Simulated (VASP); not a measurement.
Wanted: the native input for a VASP 6.6.1 run.

```yaml
Task: single point
Functional: PBE
Potentials_or_basis: VASP PAW PBE potentials, release 64 (Hf_pv)
Cutoff: 520 eV
k_mesh: 14 × 14 × 8
Occupations: fermi-dirac, width 0.05 eV
Spin: no spin polarisation
Dipole_correction: no
Further_INCAR_settings: ALGO = Normal; EDIFF = 1e-07; NBANDS = 17
```

The structure of Hf lies in POSCAR:

```
Hf
1.0
    3.2713746800      0.0000000000      0.0000000000
   -1.6356873400      2.8330935782      0.0000000000
    0.0000000000      0.0000000000      4.8618862374
Hf
2
Direct
    0.3333333333      0.6666666667      0.2500000000
    0.6666666667      0.3333333333      0.7500000000
```

This cell differs from its parent crystal: z stretched by -4 % at fixed volume.

The input as run:

INCAR

```
  PREC = Accurate
  ENCUT = 520
  EDIFF = 1E-7
  ISMEAR = -1
  SIGMA = 0.05
  LREAL = False
  LASPH = True
  NELM = 60
  ALGO = Normal
  ISIF = 2
  LWAVE = False
  LCHARG = False
  GGA = PE
  NBANDS = 17
```

KPOINTS

```
regular mesh
0
Gamma
  14 14 8
```

Potentials or basis: VASP PAW PBE potentials, release 64 (Hf_pv).

The run is started by

```bash
$ cat potpaw_PBE.64/Hf_pv/POTCAR > POTCAR
$ mpirun -np 1 vasp_std > vasp.out
```

It gave:

The pressure is -0.1 GPa and the band gap on the k mesh is zero (band 10 reaches 5.90 eV, above the bottom of band 11 at 4.51 eV).

Caveat: spin-orbit coupling is left out, which moves the levels of the heavy elements.

Wall time 32 s on 1 thread of Intel(R) Xeon(R) 6975P-C (Granite Rapids), with other jobs on the host, peak memory 0.2 GiB.
